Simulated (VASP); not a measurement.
# PbSe: single point with LDA

Crystal: PbSe.

```
Pb Se
1.0
     0.00000   12.00080    3.12544
     3.11815    0.00000    3.12544
     3.11815   12.00080    0.00000
Pb Se
2 2
Direct
  0.19073 0.80527 0.19473
  0.80527 0.19073 0.80927
  0.67442 0.29558 0.70442
  0.29558 0.67442 0.32558
```

```
Program                : VASP 6.6.1
Task                   : single point
Functional             : LDA
Potentials or basis    : VASP PAW LDA potentials, release 64 (Pb_d, Se)
Cutoff                 : 500 eV
k mesh                 : 6 × 6 × 6
Occupations            : gaussian, width 0.05 eV
Spin                   : no spin polarisation
Dipole correction      : no
Further INCAR settings : ALGO = Normal; EDIFF = 1e-06; NBANDS = 28
```

- Pressure: -1.8 GPa
- Largest force: 0.334 eV/Å
- Band gap on the k mesh: 1.59 eV

Forces on the atoms (eV/Å):
```
Pb   0.000  0.321  0.011
Pb   0.000 -0.321  0.011
Se   0.000  0.333 -0.011
Se   0.000 -0.333 -0.011
```

Stress tensor (GPa, compression positive):
```
-2.13  0.00  0.00
 0.00 -1.29  0.00
 0.00  0.00 -2.14
```

Levels at points of the mesh, in eV from the valence-band top:
| k point | band 18 | band 19 | band 20 | band 21 | band 22 | band 23 |
| --- | --- | --- | --- | --- | --- | --- |
| (0.00, 0.00, 0.00) | -1.21 | -1.20 | -0.33 | 2.22 | 4.26 | 4.57 |
| (0.50, 0.00, 0.00) | -0.77 | 0.00 | 0.00 | 1.59 | 1.59 | 2.54 |
| (0.50, 0.50, 0.00) | -2.58 | -1.24 | -1.22 | 3.71 | 3.74 | 5.17 |
| (0.50, 0.00, 0.50) | -1.21 | -1.20 | -0.33 | 2.14 | 4.57 | 4.76 |
| (0.00, 0.50, 0.50) | -2.58 | -1.24 | -1.22 | 3.72 | 3.73 | 5.15 |

It took 19 min on 1 thread of Oxide Virtual Turin-like Processor, on a shared host, peak memory 0.52 GiB.

Caveat: spin-orbit coupling is left out, which moves the levels of the heavy elements. A k mesh can miss the band edges.
